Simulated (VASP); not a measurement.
# Zn3O (P3m1) in VASP: further runs

The runs below take Zn3O through relaxation of cell and atoms, with PBE.

Program: VASP 6.6.1. These are calculated values, not measurements. Logs are shortened: lines on timing, memory, paths and dates and some standing lists are left out, and cuts for length are marked.

**1. The cell of the first run**

It takes space group P3m1 (No. 156, trigonal). Conventional cell: a = 3.049 Å, b = 3.049 Å, c = 7.067 Å, α = 90.00°, β = 90.00°, γ = 120.00°. Zn (site symmetry 3m) has 3 O at 2.01 Å within 2.7 Å. Zn (site symmetry 3m) has 1 O at 1.92 Å within 2.5 Å. Within 3.6 Å of Zn (site symmetry 3m) lie 12 Zn at 2.70 to 3.05 Å and 3 O at 3.56 Å. O (site symmetry 3m) has 4 Zn at 1.92 to 2.01 Å within 2.5 Å.

**2. Relaxation of cell and atoms, PBE**

Input file INCAR:

```
SYSTEM = Zn3O
PREC = Accurate
ENCUT = 600
EDIFF = 1E-7
ISMEAR = 0
SIGMA = 0.1
LREAL = .False.
LASPH = .True.
NELM = 80
ALGO = Normal
ISIF = 3
LWAVE = .False.
LCHARG = .False.
GGA = PE
IBRION = 2
NSW = 100
EDIFFG = -0.01
```

Input file KPOINTS:

```
Automatic mesh
0
Gamma
  12 12 6
  0 0 0
```

Input file POSCAR:

```
Zn3O
1.0
    3.0486844383      0.0000000000      0.0000000000
   -1.5243422191      2.6402381717      0.0000000000
    0.0000000000      0.0000000000      7.0670037410
Zn O
3 1
Direct
    0.0000000000      0.0000000000      0.0627253042
    0.3333333333      0.6666666667      0.6552829377
    0.6666666667      0.3333333333      0.3652992689
    0.3333333333      0.6666666667      0.9266924891
```

Potentials or basis: VASP PAW PBE potentials, release 64 (Zn, O).

On the command line:

```console
cat potpaw_PBE.64/Zn/POTCAR potpaw_PBE.64/O/POTCAR > POTCAR
mpirun -np 1 vasp_std > vasp.out
```

OUTCAR:

```text
SYSTEM = Zn3O
   PREC = Accurate
   ENCUT = 600
   EDIFF = 1E-7
   ISMEAR = 0
   LREAL = .False.
   LASPH = .True.
   NELM = 80
   ISIF = 3
   GGA = PE
   IBRION = 2
   NSW = 100
   EDIFFG = -0.01

 ion  position               nearest neighbor table
   1  0.000  0.000  0.063-   4 2.01   4 2.01   4 2.01   3 2.77   3 2.77   3 2.77
   2  0.333  0.667  0.655-   4 1.92   3 2.70   3 2.70   3 2.70
   3  0.667  0.333  0.365-   2 2.70   2 2.70   2 2.70   1 2.77   1 2.77   1 2.77
   4  0.333  0.667  0.927-   2 1.92   1 2.01   1 2.01   1 2.01

  LATTYP: Found a hexagonal cell.
 ALAT       =     3.0486844383
 C/A-ratio  =     2.3180502555

  Lattice vectors:

 A1 = (   3.0486844383,   0.0000000000,   0.0000000000)
 A2 = (  -1.5243422191,   2.6402381717,   0.0000000000)
 A3 = (   0.0000000000,   0.0000000000,   7.0670037410)

Analysis of symmetry for initial positions (statically):
=====================================================================
 Subroutine PRICEL returns:
 Original cell was already a primitive cell.

 Routine SETGRP: Setting up the symmetry group for a
 hexagonal supercell.

 Subroutine GETGRP returns: Found  6 space group operations
 (whereof  6 operations were pure point group operations)
 out of a pool of 24 trial point group operations.

The static configuration has the point symmetry C_3v.

Analysis of symmetry for dynamics (positions and initial velocities):
=====================================================================
 Subroutine PRICEL returns:
 Original cell was already a primitive cell.

 Routine SETGRP: Setting up the symmetry group for a
 hexagonal supercell.

 Subroutine GETGRP returns: Found  6 space group operations
 (whereof  6 operations were pure point group operations)
 out of a pool of 24 trial point group operations.

The dynamic configuration has the point symmetry C_3v.

 Subroutine INISYM returns: Found  6 space group operations
 (whereof  6 operations are pure point group operations),
 and found     1 'primitive' translations

----------------------------------------------------------------------------------------

                                     Primitive cell

  volume of cell :      56.8841

  direct lattice vectors                    reciprocal lattice vectors
     3.048684438  0.000000000  0.000000000     0.328010334  0.189376854  0.000000000
    -1.524342219  2.640238172  0.000000000     0.000000000  0.378753709  0.000000000
     0.000000000  0.000000000  7.067003741     0.000000000  0.000000000  0.141502684

  length of vectors
     3.048684438  3.048684438  7.067003741     0.378753709  0.378753709  0.141502684

  position of ions in fractional coordinates (direct lattice)
     0.000000000  0.000000000  0.062725304
     0.333333333  0.666666667  0.655282938
     0.666666667  0.333333333  0.365299269
     0.333333333  0.666666667  0.926692489

  ion indices of the primitive-cell ions
   primitive index   ion index
                 1           1
                 2           2
                 3           3
                 4           4

----------------------------------------------------------------------------------------

 KPOINTS: Automatic mesh

Automatic generation of k-mesh.
 Grid dimensions read from file:
 generate k-points for:   12   12    6

 Generating k-lattice:

  Cartesian coordinates                     Fractional coordinates (reciprocal lattice)
     0.027334194  0.015781405  0.000000000     0.083333333  0.000000000  0.000000000
     0.000000000  0.031562809  0.000000000     0.000000000  0.083333333  0.000000000
     0.000000000  0.000000000  0.023583781     0.000000000  0.000000000  0.166666667

  Length of vectors
     0.031562809  0.031562809  0.023583781

  Shift w.r.t. Gamma in fractional coordinates (k-lattice)
     0.000000000  0.000000000  0.000000000

 Subroutine IBZKPT returns following result:
 ===========================================

 Found    100 irreducible k-points:

 Following reciprocal coordinates:
            Coordinates               Weight
  0.000000  0.000000  0.000000      1.000000
  0.083333 -0.000000  0.000000      6.000000
  0.166667 -0.000000  0.000000      6.000000
  0.250000 -0.000000  0.000000      6.000000
  0.333333 -0.000000  0.000000      6.000000
  0.416667 -0.000000  0.000000      6.000000
[... 16 lines left out ...]
  0.166667 -0.000000  0.166667      6.000000
  0.000000  0.166667  0.166667      6.000000
 [... further k-points ...]
   k-points           NKPTS =    100   k-points in BZ     NKDIM =    100   number of bands    NBANDS=     25
   number of dos      NEDOS =    301   number of ions     NIONS =      4
   total plane-waves  NPLWV =  32256
   dimension x,y,z NGX =    24 NGY =   24 NGZ =   56
   dimension x,y,z NGXF=    48 NGYF=   48 NGZF=  112
   ions per type =               3   1
   NGX,Y,Z   is equivalent  to a cutoff of  13.09, 13.09, 13.17 a.u.
   NGXF,Y,Z  is equivalent  to a cutoff of  26.17, 26.17, 26.35 a.u.
 SYSTEM =  Zn3O
   PREC   = accura    normal or accurate (medium, high low for compatibility)
   ISTART =      0    job   : 0-new  1-cont  2-samecut
   ICHARG =      2    charge: 1-file 2-atom 10-const
   ISPIN  =      1    spin polarized calculation?
   LNONCOLLINEAR =      F non collinear calculations
   LSORBIT =      F    spin-orbit coupling
   LASPH  =      T    aspherical Exc in radial PAW
   ENCUT  =  600.0 eV  44.10 Ry    6.64 a.u.   6.09  6.09 14.11*2*pi/ulx,y,z
   NELM   =     80;   NELMIN=  2; NELMDL= -5     # of ELM steps
   EDIFF  = 0.1E-06   stopping-criterion for ELM
   LREAL  =      F    real-space projection
   EDIFFG = -.1E-01   stopping-criterion for IOM
   NSW    =    100    number of steps for IOM
   IBRION =      2    ionic relax: 0-MD 1-quasi-New 2-CG
   NFREE  =      1    steps in history (QN), initial steepest desc. (CG)
   ISIF   =      3    stress and relaxation
   ISYM   =      2    0-nonsym 1-usesym 2-fastsym
   POTIM  = 0.5000    time-step for ionic-motion
   TEBEG  =    0.0;   TEEND  =   0.0 temperature during run
   PSTRESS=    0.0 pullay stress
   NELECT =      42.0000    total number of electrons
   NUPDOWN=      -1.0000    fix difference up-down
   EMIN   =  10.00;   EMAX   =-10.00  energy-range for DOS
   EFERMI =   0.00;   METHOD = LEGACY
   ISMEAR =     0;   SIGMA  =   0.10  broadening in eV -4-tet -1-fermi 0-gaus
   EFERMI_NEDOS =   21; number of points for ismear=-14 and -15
   IALGO  =     38    algorithm
   IMIX   =      4    mixing-type and parameters
     AMIX     =   0.40;   BMIX     =  1.00
     AMIX_MAG =   1.60;   BMIX_MAG =  1.00
  volume/ion in A,a.u.               =      14.22        95.97
  Fermi-wavevector in a.u.,A,eV,Ry     =   1.479657  2.796146 29.788376  2.189384
  Thomas-Fermi vector in A             =   2.593787
   LORBIT       =      0    0 simple, 1 ext, 2 COOP (PROOUT), +10 PAW based schemes
   GGA     = PE    functional components
   LHFCALC =     F    Hartree Fock is set to
   AEXX    =    0.0000 exact exchange contribution
   IVDW    =     0    specifies the selected vdW correction
   LEPSILON=     F    determine dielectric tensor
   LRPA    =     F    only Hartree local field effects (RPA)
 conjugate gradient relaxation of ions
 non-spin polarized calculation
 Gauss-broadening in eV      SIGMA  =   0.10
  energy-cutoff  :      600.00
  volume of cell :       56.88
 maximum number of plane-waves:      1926
   NGX = 13   NGY = 13   NGZ = 29

--------------------------------------- Ionic step        1  -------------------------------------------

 number of electron      42.0000039 magnetization

 Free energy of the ion-electron system (eV)
  ---------------------------------------------------
  ext. energy  EPLUGINS =         0.00000000
  ---------------------------------------------------
  free energy    TOTEN  =       -10.48477170 eV

  energy without entropy =      -10.47819409  energy(sigma->0) =      -10.48148290

------------------------ aborting loop because EDIFF is reached ----------------------------------------

  FORCE on cell =-STRESS in cart. coord.  units (eV):
  Direction    XX          YY          ZZ          XY          YZ          ZX
  --------------------------------------------------------------------------------------
  -------------------------------------------------------------------------------------
  Total        0.5453602      0.5453602     -0.7016834      0.0000000      0.0000000      0.0000000
  in kB       15.3604209     15.3604209    -19.7633659      0.0000000      0.0000000      0.0000000
  external PRESSURE =       3.6524920 kB  Pullay stress =       0.0000000 kB
[... 289 lines left out ...]
  energy  without entropy=      -10.5080885752  energy(sigma->0) =      -10.51029250

--------------------------------------- Ionic step        9  -------------------------------------------

 number of electron      41.9999999 magnetization

 Free energy of the ion-electron system (eV)
  ---------------------------------------------------
  ext. energy  EPLUGINS =         0.00000000
  ---------------------------------------------------
  free energy    TOTEN  =       -10.51252406 eV

  energy without entropy =      -10.50811952  energy(sigma->0) =      -10.51032179

 E-fermi :   2.2889     XC(G=0): -11.0036

 val. band max:        2.2437038652   @ k =   0.3333   0.3333   0.0000
 cond. band min:       2.2903027671   @ k =   0.4167  -0.0000   0.0000
 fundamental gap:      0.0465989019
 Fermi energy:         2.2888815123

 k-point     1 :       0.0000    0.0000    0.0000
  band No.  band energies     occupation
      1     -16.6788      2.00000
      2      -6.0263      2.00000
      3      -5.6894      2.00000
      4      -5.1551      2.00000
      5      -5.0695      2.00000
      6      -5.0695      2.00000
[... 661 lines left out ...]
     24       9.2207      0.00000
     25      11.5641      0.00000

 [... further k-points ...]
[... 5 lines left out ...]
  --------------------------------------------------------------------------------------
  -------------------------------------------------------------------------------------
  Total       -0.0128968     -0.0128968     -0.0076048     -0.0000000      0.0000000      0.0000000
  in kB       -0.3591277     -0.3591277     -0.2117658     -0.0000000      0.0000000      0.0000000
  external PRESSURE =      -0.3100070 kB  Pullay stress =       0.0000000 kB
[... 19 lines left out ...]
  FREE ENERGIE OF THE ION-ELECTRON SYSTEM (eV)
  ---------------------------------------------------
  free  energy   TOTEN  =       -10.5125240636 eV

  energy  without entropy=      -10.5081195241  energy(sigma->0) =      -10.51032179

 reached required accuracy - stopping structural energy minimisation
```

Wall time 12 min (1 thread of Intel Xeon 6975P-C, shared host); peak memory 0.29 GiB.

Results:

* Free energy: -10.5125 eV
* Relaxed volume: 14.38 Å³/atom
* Relaxed cell: a = 3.104 Å, b = 3.104 Å, c = 6.893 Å, α = 90.00°, β = 90.00°, γ = 120.00°
* Space group after relaxing (to 0.05 Å): P3m1 (No. 156)
* Energy gained by relaxing: 6.9 meV/atom
* Ionic steps: 9
* Pressure after relaxing: 0.0 GPa
* Largest force after relaxing: 0.005 eV/Å
* Band gap on the k mesh: zero (band 21 reaches 2.42 eV, above the bottom of band 22 at 1.88 eV)

Forces on the atoms (eV/Å):
```
Zn   0.000  0.000 -0.001
Zn   0.000  0.000 -0.005
Zn   0.000  0.000  0.004
O    0.000  0.000  0.002
```

Step by step:
```tsv
step	energy change (eV)	largest force (eV/Å)	pressure (GPa)	volume (Å³)
1	0.0000	0.3209	0.37	56.88
2	-0.0162	0.2104	0.06	57.15
3	-0.0267	0.0963	-0.30	57.53
4	-0.0268	0.1087	-0.33	57.57
5	-0.0275	0.0108	0.30	57.28
6	-0.0276	0.0248	0.15	57.35
7	-0.0277	0.0194	0.02	57.46
8	-0.0277	0.0221	0.02	57.48
9	-0.0278	0.0049	-0.03	57.54
```

Final structure:
```yaml
crystal:
  lattice:
    - [3.10447, 0.00000, 0.00000]
    - [-1.55224, 2.68855, 0.00000]
    - [0.00000, 0.00000, 6.89345]
  atoms:
    - { symbol: Zn, position: [0.00000, 0.00000, 0.06359] }
    - { symbol: Zn, position: [0.33333, 0.66667, 0.64920] }
    - { symbol: Zn, position: [0.66667, 0.33333, 0.36840] }
    - { symbol: O, position: [0.33333, 0.66667, 0.92882] }
```

**3. Relaxation of cell and atoms, PBE**

This run uses another cell than the first one, of 14.31 Å³/atom, 1.006 times its volume.

Input file INCAR:

```
SYSTEM = Zn3O
ALGO     = Normal         ! electronic algorithm
EDIFF    = 1E-7           ! SCF threshold, eV
EDIFFG   = -0.001         ! ionic threshold
ENCUT    = 600            ! plane-wave cutoff, eV
GGA      = PE             ! functional
IBRION   = 2              ! ionic algorithm
ISIF     = 3              ! what is computed and relaxed
ISMEAR   = 0              ! smearing method
LASPH    = .TRUE.         ! aspherical terms in the spheres
LCHARG   = .FALSE.        ! write CHGCAR
LREAL    = .FALSE.        ! projectors in reciprocal space
LWAVE    = .FALSE.        ! write WAVECAR
NELM     = 60             ! most SCF steps
NSW      = 80             ! ionic steps
PREC     = Accurate       ! precision mode
SIGMA    = 0.1            ! smearing width, eV
```

Input file KPOINTS:

```
k-points
0
G
  12 12 6
  0 0 0
```

Input file POSCAR:

```
Zn3O
1.0
    3.0981600650      0.0000000000      0.0000000000
   -1.5490800325      2.6830853213      0.0000000000
    0.0000000000      0.0000000000      6.8860395466
Zn O
3 1
Direct
    0.0000000000      0.0000000000      0.0631996118
    0.3333333333      0.6666666667      0.6495497165
    0.6666666667      0.3333333333      0.3686855141
    0.3333333333      0.6666666667      0.9285651575
```

Potentials or basis: VASP PAW PBE potentials, release 64 (Zn, O).

On the command line:

```console
cat potpaw_PBE.64/Zn/POTCAR potpaw_PBE.64/O/POTCAR > POTCAR
mpirun -np 1 vasp_std > vasp.out
```

Run time: 18 min. Hardware: 1 thread of Intel Xeon 6975P-C, shared host; peak memory 0.31 GiB.

Results (log left out):

```
Free energy                            : -10.5128 eV
Relaxed volume                         : 14.38 Å³/atom
Relaxed cell                           : a = 3.104 Å, b = 3.104 Å, c = 6.893 Å, α = 90.00°, β = 90.00°, γ = 120.00°
Space group after relaxing (to 0.05 Å) : P3m1 (No. 156)
Energy gained by relaxing              : 0.1 meV/atom
Ionic steps                            : 16
Pressure after relaxing                : 0.0 GPa
Band gap on the k mesh                 : zero (band 21 reaches 2.43 eV, above the bottom of band 22 at 1.88 eV)
```

Step by step:
```csv
step,energy change (eV),largest force (eV/Å),pressure (GPa),volume (Å³)
1,0.0000,0.0673,0.46,57.24
2,-0.0004,0.0321,-0.15,57.58
3,-0.0005,0.0078,0.02,57.48
4,-0.0005,0.0077,0.01,57.48
5,-0.0005,0.0067,0.00,57.50
6,-0.0005,0.0079,-0.01,57.51
7,-0.0005,0.0106,0.00,57.51
8,-0.0005,0.0161,-0.03,57.52
9,-0.0005,0.0127,-0.04,57.52
10,-0.0005,0.0081,0.01,57.50
11,-0.0005,0.0074,0.02,57.50
12,-0.0006,0.0029,0.01,57.51
13,-0.0006,0.0016,0.02,57.51
14,-0.0006,0.0022,0.00,57.51
15,-0.0006,0.0016,0.00,57.51
16,-0.0006,0.0010,0.01,57.51
```

Final structure:
```
Zn O
1.0
     3.10382    0.00000    0.00000
    -1.55191    2.68799    0.00000
     0.00000    0.00000    6.89303
Zn O
3 1
Direct
  0.00000 0.00000 0.06360
  0.33333 0.66667 0.64913
  0.66667 0.33333 0.36848
  0.33333 0.66667 0.92879
```

Levels at points of the mesh, in eV from the Fermi level:
```
           k point  band 19  band 20  band 21  band 22  band 23  band 24
(0.00, 0.00, 0.00)    -1.70    -1.70    -1.53     0.39     6.70     8.69
(0.50, 0.00, 0.00)    -2.56    -2.52    -1.91    -0.05     2.87     4.90
(0.00, 0.00, 0.50)    -4.05    -1.71    -1.71     3.37     3.64    11.30
(0.50, 0.00, 0.50)    -2.59    -2.53    -1.86     1.01     1.44     5.05
```
